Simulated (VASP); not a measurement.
Runs of VASP 6.6.1 on Pb. The structure is that of space group R-3m (No. 166), or close to it. The cells are those of the table. 

| task | cell | cutoff (eV) | gap on the mesh (eV) | pressure (GPa) | relaxed volume (Å³/atom) | largest force (eV/Å) |
| --- | --- | --- | --- | --- | --- | --- |
| relaxation of cell and atoms | relaxed from a = 4.723 Å, angles 54.5°, 2 atoms | 600 | none | 0.0 | 34.39 | 0.01 |
| single point | a = 5.888 Å, angles 36.3°, 2 atoms | 520 | none | 0.3 | - | - |
| relaxation of cell and atoms | relaxed from a = 4.629 Å, angles 57.2°, 2 atoms | 600 | none | 0.0 | (a) | 0.01 |
| relaxation of cell and atoms | relaxed from a = 4.379 Å, angles 77.7°, 2 atoms | 600 | - | 0.1 | 31.60 | 0.04 |

Alike in all rows: level PBE; potentials or basis VASP PAW PBE potentials, release 64 (Pb_d); no spin polarisation; k mesh 6 × 6 × 6; smearing gaussian 0.1 eV.

**Question.** Estimate the missing entries.

**Answer.** (a) 34.42.

Caveats: spin-orbit coupling is left out, which moves the levels of the heavy elements; the volume moved by over 15 % at a fixed basis, so the end points are rough (some runs); the bands computed are all filled at some k points, so no gap is given (some runs).

A k mesh can miss the band edges, and the runs leave out spin-orbit coupling on Pb.

A gap of «none» marks levels without a gap at the run's occupations.
